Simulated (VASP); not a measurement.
# AlN (C2) in VASP: a series of runs

The runs below take AlN through single point, with PBEsol.

Everything below comes from runs of VASP 6.6.1. Logs are shortened: lines on timing, memory, paths and dates and some standing lists are left out, and cuts for length are marked.

## Step 1: The cell of the first run

Symmetry: C2, No. 5, monoclinic system. Conventional cell: a = 4.224 Å, b = 4.224 Å, c = 3.154 Å, α = 90.00°, β = 132.05°, γ = 90.00°. Within 2.4 Å of Al (site symmetry 2) lie 4 N at 1.82 to 1.98 Å. Within 2.4 Å of N (site symmetry 2) lie 4 Al at 1.82 to 1.98 Å.

## Step 2: Single point, PBEsol (mode 4 frozen in at -0.095 Å, strain +e along z and -e/2 along x and y +0.0700)

INCAR reads:

```
  ALGO = Normal
  EDIFF = 1E-6
  ENCUT = 520
  GGA = PS
  ISIF = 2
  ISMEAR = 0
  LASPH = True
  LCHARG = False
  LREAL = False
  LWAVE = False
  NBANDS = 11
  NELM = 100
  PREC = Accurate
  SIGMA = 0.05
```

KPOINTS reads:

```
k-points
0
Gamma
  10 10 10
```

POSCAR reads:

```
AlN
1.0
    0.0000000000      2.3418626456      2.1120536944
    2.1120536944      0.0000000000      2.1120536944
    2.1120536944      2.3418626456      0.0000000000
Al N
1 1
Direct
   -0.0112666392      0.0112666392      0.0112666392
    0.7717028100      0.7282971900      0.7282971900
```

Potentials or basis: VASP PAW PBE potentials, release 64 (Al, N).

Started as:

```
$ cat potpaw_PBE.64/Al/POTCAR potpaw_PBE.64/N/POTCAR > POTCAR
$ mpirun -np 1 vasp_std > vasp.out
```

OUTCAR:

```text
EDIFF = 1E-6
   ENCUT = 520
   GGA = PS
   ISIF = 2
   ISMEAR = 0
   LASPH = True
   LREAL = False
   NELM = 100
   PREC = Accurate

 ion  position               nearest neighbor table
   1  0.989  0.011  0.011-   2 1.82   2 1.82   2 1.98   2 1.98
   2  0.772  0.728  0.728-   1 1.82   1 1.82   1 1.98   1 1.98

  LATTYP: Found a body centered tetragonal cell.
 ALAT       =     2.9868949791
 C/A-ratio  =     1.5680917220

  Lattice vectors:

 A1 = (   0.0000000000,  -2.3418626456,   2.1120536944)
 A2 = (   0.0000000000,  -2.3418626456,  -2.1120536944)
 A3 = (   2.1120536944,   2.3418626456,   0.0000000000)

Analysis of symmetry for initial positions (statically):
=====================================================================
 Subroutine PRICEL returns:
 Original cell was already a primitive cell.

 Routine SETGRP: Setting up the symmetry group for a
 body centered tetragonal supercell.

 Subroutine GETGRP returns: Found  2 space group operations
 (whereof  2 operations were pure point group operations)
 out of a pool of 16 trial point group operations.

The static configuration has the point symmetry C_2 .

Analysis of symmetry for dynamics (positions and initial velocities):
=====================================================================
 Subroutine PRICEL returns:
 Original cell was already a primitive cell.

 Routine SETGRP: Setting up the symmetry group for a
 body centered tetragonal supercell.

 Subroutine GETGRP returns: Found  2 space group operations
 (whereof  2 operations were pure point group operations)
 out of a pool of 16 trial point group operations.

The dynamic configuration has the point symmetry C_2 .

 Subroutine INISYM returns: Found  2 space group operations
 (whereof  2 operations are pure point group operations),
 and found     1 'primitive' translations

----------------------------------------------------------------------------------------

                                     Primitive cell

  volume of cell :      20.8930

  direct lattice vectors                    reciprocal lattice vectors
     0.000000000  2.341862646  2.112053694    -0.236736406  0.213505263  0.236736406
     2.112053694  0.000000000  2.112053694     0.236736406 -0.213505263  0.236736406
     2.112053694  2.341862646  0.000000000     0.236736406  0.213505263 -0.236736406

  length of vectors
     3.153583907  2.986894979  3.153583907     0.397080280  0.397080280  0.397080280

  position of ions in fractional coordinates (direct lattice)
[... 82 lines left out ...]
   NSW    =      0    number of steps for IOM
   IBRION =     -1    ionic relax: 0-MD 1-quasi-New 2-CG
   NFREE  =      0    steps in history (QN), initial steepest desc. (CG)
   ISIF   =      2    stress and relaxation
   ISYM   =      2    0-nonsym 1-usesym 2-fastsym
   POTIM  = 0.5000    time-step for ionic-motion
   TEBEG  =    0.0;   TEEND  =   0.0 temperature during run
   PSTRESS=    0.0 pullay stress
   NELECT =       8.0000    total number of electrons
   NUPDOWN=      -1.0000    fix difference up-down
   EMIN   =  10.00;   EMAX   =-10.00  energy-range for DOS
   EFERMI =   0.00;   METHOD = LEGACY
   ISMEAR =     0;   SIGMA  =   0.05  broadening in eV -4-tet -1-fermi 0-gaus
   EFERMI_NEDOS =   21; number of points for ismear=-14 and -15
   IALGO  =     38    algorithm
   IMIX   =      4    mixing-type and parameters
     AMIX     =   0.40;   BMIX     =  1.00
     AMIX_MAG =   1.60;   BMIX_MAG =  1.00
  volume/ion in A,a.u.               =      10.45        70.50
  Fermi-wavevector in a.u.,A,eV,Ry     =   1.188788  2.246483 19.227981  1.413217
  Thomas-Fermi vector in A             =   2.324910
   LORBIT       =      0    0 simple, 1 ext, 2 COOP (PROOUT), +10 PAW based schemes
   GGA     = PS    functional components
   LHFCALC =     F    Hartree Fock is set to
   AEXX    =    0.0000 exact exchange contribution
   IVDW    =     0    specifies the selected vdW correction
   LEPSILON=     F    determine dielectric tensor
   LRPA    =     F    only Hartree local field effects (RPA)
 non-spin polarized calculation
 Gauss-broadening in eV      SIGMA  =   0.05
  energy-cutoff  :      520.00
  volume of cell :       20.89
 maximum number of plane-waves:       577
   NGX = 11   NGY = 11   NGZ = 11

 number of electron       8.0000000 magnetization

 Free energy of the ion-electron system (eV)
  ---------------------------------------------------
  ext. energy  EPLUGINS =         0.00000000
  ---------------------------------------------------
  free energy    TOTEN  =       -15.40833917 eV

  energy without entropy =      -15.40833917  energy(sigma->0) =      -15.40833917

 E-fermi :   6.4960     XC(G=0): -11.1236

 val. band max:        6.2430670611   @ k =   0.0000   0.0000   0.0000
 cond. band min:       8.9432216093   @ k =   0.5000   0.5000   0.0000
 fundamental gap:      2.7001545483
 Fermi energy:         6.4960053805

 k-point     1 :       0.0000    0.0000    0.0000
  band No.  band energies     occupation
      1      -9.0724      2.00000
      2       5.3492      2.00000
      3       6.0894      2.00000
      4       6.2431      2.00000
      5       9.8846      0.00000
      6      18.2984      0.00000
      7      18.3534      0.00000
      8      18.3649      0.00000
      9      21.3228      0.00000
     10      22.4565      0.00000
     11      24.9652      0.00000
[... 309 lines left out ...]
 k-point    24 :      -0.1000   -0.1000    0.3000
  band No.  band energies     occupation
      1      -7.3113      2.00000
      2       0.8264      2.00000
      3       4.9515      2.00000
      4       5.6089      2.00000
      5      12.6551      0.00000
      6      15.2873      0.00000
      7      17.1552      0.00000
      8      18.2955      0.00000
      9      21.7846      0.00000
     10      24.3417      0.00000
     11      26.0509      0.00000

 [... further k-points ...]
[... 5 lines left out ...]
  --------------------------------------------------------------------------------------
  -------------------------------------------------------------------------------------
  Total        0.7157808     -1.0936227      1.1911126      0.0000000     -1.2832033      0.0000000
  in kB       54.8895017    -83.8642303     91.3402259      0.0000000    -98.4021794      0.0000000
  external PRESSURE =      20.7884991 kB  Pullay stress =       0.0000000 kB

 VOLUME and BASIS-vectors are now :
 -----------------------------------------------------------------------------
  energy-cutoff  :      520.00
  volume of cell :       20.89
      direct lattice vectors                 reciprocal lattice vectors
     0.000000000  2.341862646  2.112053694    -0.236736406  0.213505263  0.236736406
     2.112053694  0.000000000  2.112053694     0.236736406 -0.213505263  0.236736406
     2.112053694  2.341862646  0.000000000     0.236736406  0.213505263 -0.236736406

 POSITION                                       TOTAL-FORCE (eV/Angst)
 -----------------------------------------------------------------------------------
      0.04759      2.34186      2.11205        -1.820084      0.000000     -0.000000
      3.07641      3.51279      3.16808         1.820084      0.000000      0.000000
 -----------------------------------------------------------------------------------
    total drift:                                0.000103     -0.000000     -0.000000

  FREE ENERGIE OF THE ION-ELECTRON SYSTEM (eV)
  ---------------------------------------------------
  free  energy   TOTEN  =       -15.4083391741 eV

  energy  without entropy=      -15.4083391741  energy(sigma->0) =      -15.40833917
```

OSZICAR:

```text
N       E                     dE             d eps       ncg     rms          rms(c)
DAV:   1     0.109609928036E+02    0.10961E+02   -0.38473E+03  6316   0.603E+02
DAV:   2    -0.167332754050E+02   -0.27694E+02   -0.26617E+02  7441   0.138E+02
DAV:   3    -0.176730932180E+02   -0.93982E+00   -0.93866E+00  7693   0.241E+01
DAV:   4    -0.176779833271E+02   -0.48901E-02   -0.48897E-02  7056   0.191E+00
DAV:   5    -0.176780410250E+02   -0.57698E-04   -0.57697E-04  7581   0.198E-01    0.835E+00
DAV:   6    -0.154518472150E+02    0.22262E+01   -0.10938E+01  7216   0.164E+01    0.287E+00
DAV:   7    -0.154276857770E+02    0.24161E-01   -0.15588E-01  6984   0.311E+00    0.202E+00
DAV:   8    -0.154096073786E+02    0.18078E-01   -0.29795E-02  7140   0.158E+00    0.549E-01
DAV:   9    -0.154083248969E+02    0.12825E-02   -0.38746E-03  7512   0.388E-01    0.220E-01
DAV:  10    -0.154083359929E+02   -0.11096E-04   -0.27298E-04  6981   0.116E-01    0.131E-02
DAV:  11    -0.154083389189E+02   -0.29261E-05   -0.62346E-06  7506   0.210E-02    0.720E-03
DAV:  12    -0.154083391741E+02   -0.25511E-06   -0.94737E-07  4098   0.661E-03
   1 F= -.15408339E+02 E0= -.15408339E+02  d E =-.216929E-15
```

Wall time 15 s (1 thread of Intel Xeon 6975P-C (Granite Rapids), shared host); peak memory 0.18 GiB.

Results:

```
Free energy            : -15.4083 eV
Pressure               : 2.1 GPa
Largest force          : 1.820 eV/Å
Band gap on the k mesh : 2.70 eV, indirect (least direct gap 3.64 eV)
```

Forces in eV/Å, atoms in the order of the input:
```
Al  -1.820  0.000  0.000
N    1.820  0.000  0.000
```

Caveat: the cell differs from its parent crystal (mode 4 frozen in at -0.095 Å, strain +e along z and -e/2 along x and y +0.0700); the PAW data sets were made with another functional, which shifts forces and pressure a little. A k mesh can miss the band edges.

## Step 3: Single point, PBEsol (mode 4 frozen in at -0.095 Å, strain +e along z and -e/2 along x and y -0.0700)

INCAR reads:

```
SYSTEM = AlN
PREC = Accurate ; ENCUT = 520
EDIFF = 1E-6 ; ISMEAR = 0
SIGMA = 0.05 ; LREAL = .FALSE.
LASPH = .TRUE. ; NELM = 80
ALGO = Normal ; ISIF = 2
LWAVE = .FALSE. ; LCHARG = .FALSE.
GGA = PS ; NBANDS = 11
```

KPOINTS reads:

```
Automatic mesh
0
G
  10 10 10
  0 0 0
```

POSCAR reads:

```
AlN
1.0
    0.0000000000      2.0354507106      2.2652596618
    2.2652596618      0.0000000000      2.2652596618
    2.2652596618      2.0354507106      0.0000000000
Al N
1 1
Direct
   -0.0112666392      0.0112666392      0.0112666392
    0.7717028100      0.7282971900      0.7282971900
```

Potentials or basis: VASP PAW PBE potentials, release 64 (Al, N).

Started as:

```
$ cat potpaw_PBE.64/Al/POTCAR potpaw_PBE.64/N/POTCAR > POTCAR
$ mpirun -np 1 vasp_std > vasp.out
```

Run time: 14 s. Hardware: 1 thread of Intel Xeon 6975P-C (Granite Rapids), shared host; peak memory 0.18 GiB.

Results (log left out):

```yaml
Free_energy: -15.3967 eV
Pressure: 2.8 GPa
Largest_force: 2.178 eV/Å
Band_gap_on_the_k_mesh: 2.49 eV, indirect (least direct gap 3.56 eV)
```

Forces in eV/Å, atoms in the order of the input:
```
Al  -2.178  0.000  0.000
N    2.178  0.000  0.000
```

Stress tensor (GPa, compression positive):
```
 -2.82   0.00   0.00
  0.00   9.87 -10.50
  0.00 -10.50   1.39
```

Levels at points of the mesh, in eV from the valence-band top:
| k point | band 1 | band 2 | band 3 | band 4 | band 5 | band 6 | band 7 | band 8 |
| --- | --- | --- | --- | --- | --- | --- | --- | --- |
| (0.00, 0.00, 0.00) | -15.43 | -0.84 | -0.56 | 0.00 | 3.56 | 11.92 | 12.08 | 12.10 |
| (0.50, 0.00, 0.00) | -13.36 | -6.25 | -1.43 | -0.76 | 6.44 | 9.35 | 9.60 | 12.07 |
| (0.00, 0.50, 0.00) | -13.32 | -6.47 | -1.37 | -0.33 | 6.32 | 9.15 | 9.79 | 12.02 |
| (0.50, 0.50, 0.00) | -12.85 | -5.77 | -1.93 | -1.88 | 2.93 | 8.43 | 12.49 | 13.94 |
| (0.00, 0.50, 0.50) | -12.85 | -5.74 | -2.24 | -1.68 | 2.97 | 8.56 | 12.52 | 13.88 |
| (0.50, 0.00, 0.50) | -12.42 | -4.75 | -2.79 | -2.77 | 2.49 | 6.76 | 14.38 | 14.59 |

Caveat: the cell differs from its parent crystal (mode 4 frozen in at -0.095 Å, strain +e along z and -e/2 along x and y -0.0700); the PAW data sets were made with another functional, which shifts forces and pressure a little. A k mesh can miss the band edges.

## Step 4: Single point, PBEsol (mode 4 frozen in at -0.076 Å, strain +e along z and -e/2 along x and y -0.0467)

INCAR reads:

```
ALGO     = Normal         # electronic algorithm
EDIFF    = 1E-6           # SCF threshold, eV
ENCUT    = 520            # plane-wave cutoff, eV
GGA      = PS             # functional
ISIF     = 2              # what is computed and relaxed
ISMEAR   = 0              # smearing method
LASPH    = T              # aspherical terms in the spheres
LCHARG   = F              # write CHGCAR
LREAL    = F              # projectors in reciprocal space
LWAVE    = F              # write WAVECAR
NBANDS   = 11             # bands
NELM     = 80             # most SCF steps
PREC     = Accurate       # precision mode
SIGMA    = 0.05           # smearing width, eV
```

KPOINTS reads:

```
k-points
0
Gamma
  10 10 10
```

POSCAR reads:

```
AlN
1.0
    0.0000000000      2.0864464112      2.2397618115
    2.2397618115      0.0000000000      2.2397618115
    2.2397618115      2.0864464112      0.0000000000
Al N
1 1
Direct
   -0.0090133114      0.0090133114      0.0090133114
    0.7673622480      0.7326377520      0.7326377520
```

Potentials or basis: VASP PAW PBE potentials, release 64 (Al, N).

Started as:

```
$ cat potpaw_PBE.64/Al/POTCAR potpaw_PBE.64/N/POTCAR > POTCAR
$ mpirun -np 1 vasp_std > vasp.out
```

OUTCAR:

```text
EDIFF = 1E-6
   ENCUT = 520
   GGA = PS
   ISIF = 2
   ISMEAR = 0
   LASPH = T
   LREAL = F
   NELM = 80
   PREC = Accurate

 ion  position               nearest neighbor table
   1  0.991  0.009  0.009-   2 1.83   2 1.83   2 1.97   2 1.97
   2  0.767  0.733  0.733-   1 1.83   1 1.83   1 1.97   1 1.97

  LATTYP: Found a body centered tetragonal cell.
 ALAT       =     3.1675015303
 C/A-ratio  =     1.3174083051

  Lattice vectors:

 A1 = (   0.0000000000,  -2.0864464112,   2.2397618115)
 A2 = (   0.0000000000,  -2.0864464112,  -2.2397618115)
 A3 = (   2.2397618115,   2.0864464112,   0.0000000000)

Analysis of symmetry for initial positions (statically):
=====================================================================
 Subroutine PRICEL returns:
 Original cell was already a primitive cell.

 Routine SETGRP: Setting up the symmetry group for a
 body centered tetragonal supercell.

 Subroutine GETGRP returns: Found  2 space group operations
 (whereof  2 operations were pure point group operations)
 out of a pool of 16 trial point group operations.

The static configuration has the point symmetry C_2 .

Analysis of symmetry for dynamics (positions and initial velocities):
[... 165 lines left out ...]

 k-point     1 :       0.0000    0.0000    0.0000
  band No.  band energies     occupation
      1      -9.0936      2.00000
      2       5.5456      2.00000
      3       5.7758      2.00000
      4       6.2076      2.00000
      5       9.8889      0.00000
      6      18.2153      0.00000
      7      18.3256      0.00000
      8      18.3369      0.00000
      9      22.2148      0.00000
     10      23.8312      0.00000
     11      23.8402      0.00000
[... 309 lines left out ...]
 k-point    24 :      -0.1000   -0.1000    0.3000
  band No.  band energies     occupation
      1      -7.4020      2.00000
      2       0.8644      2.00000
      3       4.9235      2.00000
      4       5.5706      2.00000
      5      12.9462      0.00000
      6      14.8887      0.00000
      7      17.1000      0.00000
      8      18.5129      0.00000
      9      22.2292      0.00000
     10      24.1276      0.00000
     11      25.3667      0.00000

 [... further k-points ...]
[... 5 lines left out ...]
  --------------------------------------------------------------------------------------
  -------------------------------------------------------------------------------------
  Total       -0.2931357      0.9328297      0.0538522      0.0000000     -1.0774029      0.0000000
  in kB      -22.4356400     71.3956991      4.1216660      0.0000000    -82.4608544      0.0000000
  external PRESSURE =      17.6939084 kB  Pullay stress =       0.0000000 kB

 VOLUME and BASIS-vectors are now :
 -----------------------------------------------------------------------------
  energy-cutoff  :      520.00
  volume of cell :       20.93
      direct lattice vectors                 reciprocal lattice vectors
     0.000000000  2.086446411  2.239761812    -0.223238024  0.239641909  0.223238024
     2.239761812  0.000000000  2.239761812     0.223238024 -0.239641909  0.223238024
     2.239761812  2.086446411  0.000000000     0.223238024  0.239641909 -0.223238024

 POSITION                                       TOTAL-FORCE (eV/Angst)
 -----------------------------------------------------------------------------------
      0.04038      2.08645      2.23976        -1.724059      0.000000      0.000000
      3.28187      3.12967      3.35964         1.724059      0.000000      0.000000
 -----------------------------------------------------------------------------------
    total drift:                               -0.000009     -0.000000      0.000000

  FREE ENERGIE OF THE ION-ELECTRON SYSTEM (eV)
  ---------------------------------------------------
  free  energy   TOTEN  =       -15.4847746275 eV

  energy  without entropy=      -15.4847746275  energy(sigma->0) =      -15.48477463
```

OSZICAR:

```text
N       E                     dE             d eps       ncg     rms          rms(c)
DAV:   1     0.100663021787E+02    0.10066E+02   -0.38536E+03  6364   0.604E+02
DAV:   2    -0.168650797334E+02   -0.26931E+02   -0.25879E+02  7362   0.136E+02
DAV:   3    -0.177427643826E+02   -0.87768E+00   -0.87667E+00  7610   0.235E+01
DAV:   4    -0.177472280181E+02   -0.44636E-02   -0.44633E-02  7080   0.183E+00
DAV:   5    -0.177472802057E+02   -0.52188E-04   -0.52187E-04  7584   0.191E-01    0.834E+00
DAV:   6    -0.155276626411E+02    0.22196E+01   -0.10955E+01  7226   0.164E+01    0.286E+00
DAV:   7    -0.155037788410E+02    0.23884E-01   -0.15350E-01  7038   0.309E+00    0.203E+00
DAV:   8    -0.154860200372E+02    0.17759E-01   -0.29307E-02  7062   0.157E+00    0.548E-01
DAV:   9    -0.154847600293E+02    0.12600E-02   -0.37977E-03  7482   0.383E-01    0.222E-01
DAV:  10    -0.154847710869E+02   -0.11058E-04   -0.26364E-04  6987   0.114E-01    0.140E-02
DAV:  11    -0.154847743349E+02   -0.32481E-05   -0.62230E-06  7455   0.206E-02    0.685E-03
DAV:  12    -0.154847746275E+02   -0.29255E-06   -0.98300E-07  4062   0.669E-03
   1 F= -.15484775E+02 E0= -.15484775E+02  d E =-.509452E-18
```

Wall time 1.7 min (1 thread of AMD EPYC 7R13, shared host); peak memory 0.15 GiB.

What came out:

| Property | Result |
| --- | --- |
| Free energy | -15.4848 eV |
| Pressure | 1.8 GPa |
| Largest force | 1.724 eV/Å |
| Band gap on the k mesh | 2.64 eV, indirect (least direct gap 3.68 eV) |

Forces on the atoms (eV/Å):
```
Al  -1.724  0.000  0.000
N    1.724  0.000  0.000
```

Stress tensor (GPa, compression positive):
```
-2.24  0.00  0.00
 0.00  7.14 -8.25
 0.00 -8.25  0.41
```

Caveat: the cell differs from its parent crystal (mode 4 frozen in at -0.076 Å, strain +e along z and -e/2 along x and y -0.0467); the PAW data sets were made with another functional, which shifts forces and pressure a little.

## Step 5: The runs side by side

```tsv
cell	gap on the mesh (eV)	pressure (GPa)	largest force (eV/Å)
a = 3.154, b = 2.987 Å, angles 61.7, 56.5, 61.7°, 2 atoms	2.70	2.1	1.82
a = 3.045, b = 3.204 Å, angles 58.3, 63.5, 58.3°, 2 atoms	2.49	2.8	2.18
a = 3.061, b = 3.168 Å, angles 58.8, 62.3, 58.8°, 2 atoms	2.64	1.8	1.72
```

Alike in all rows: task single point; level PBEsol; potentials or basis VASP PAW PBE potentials, release 64 (Al, N); no spin polarisation; k mesh 10 × 10 × 10; cutoff (eV) 520; smearing gaussian 0.05 eV.

Caveats: the PAW data sets were made with another functional, which shifts forces and pressure a little.

Absolute energies hang on the potentials; compare differences alone.
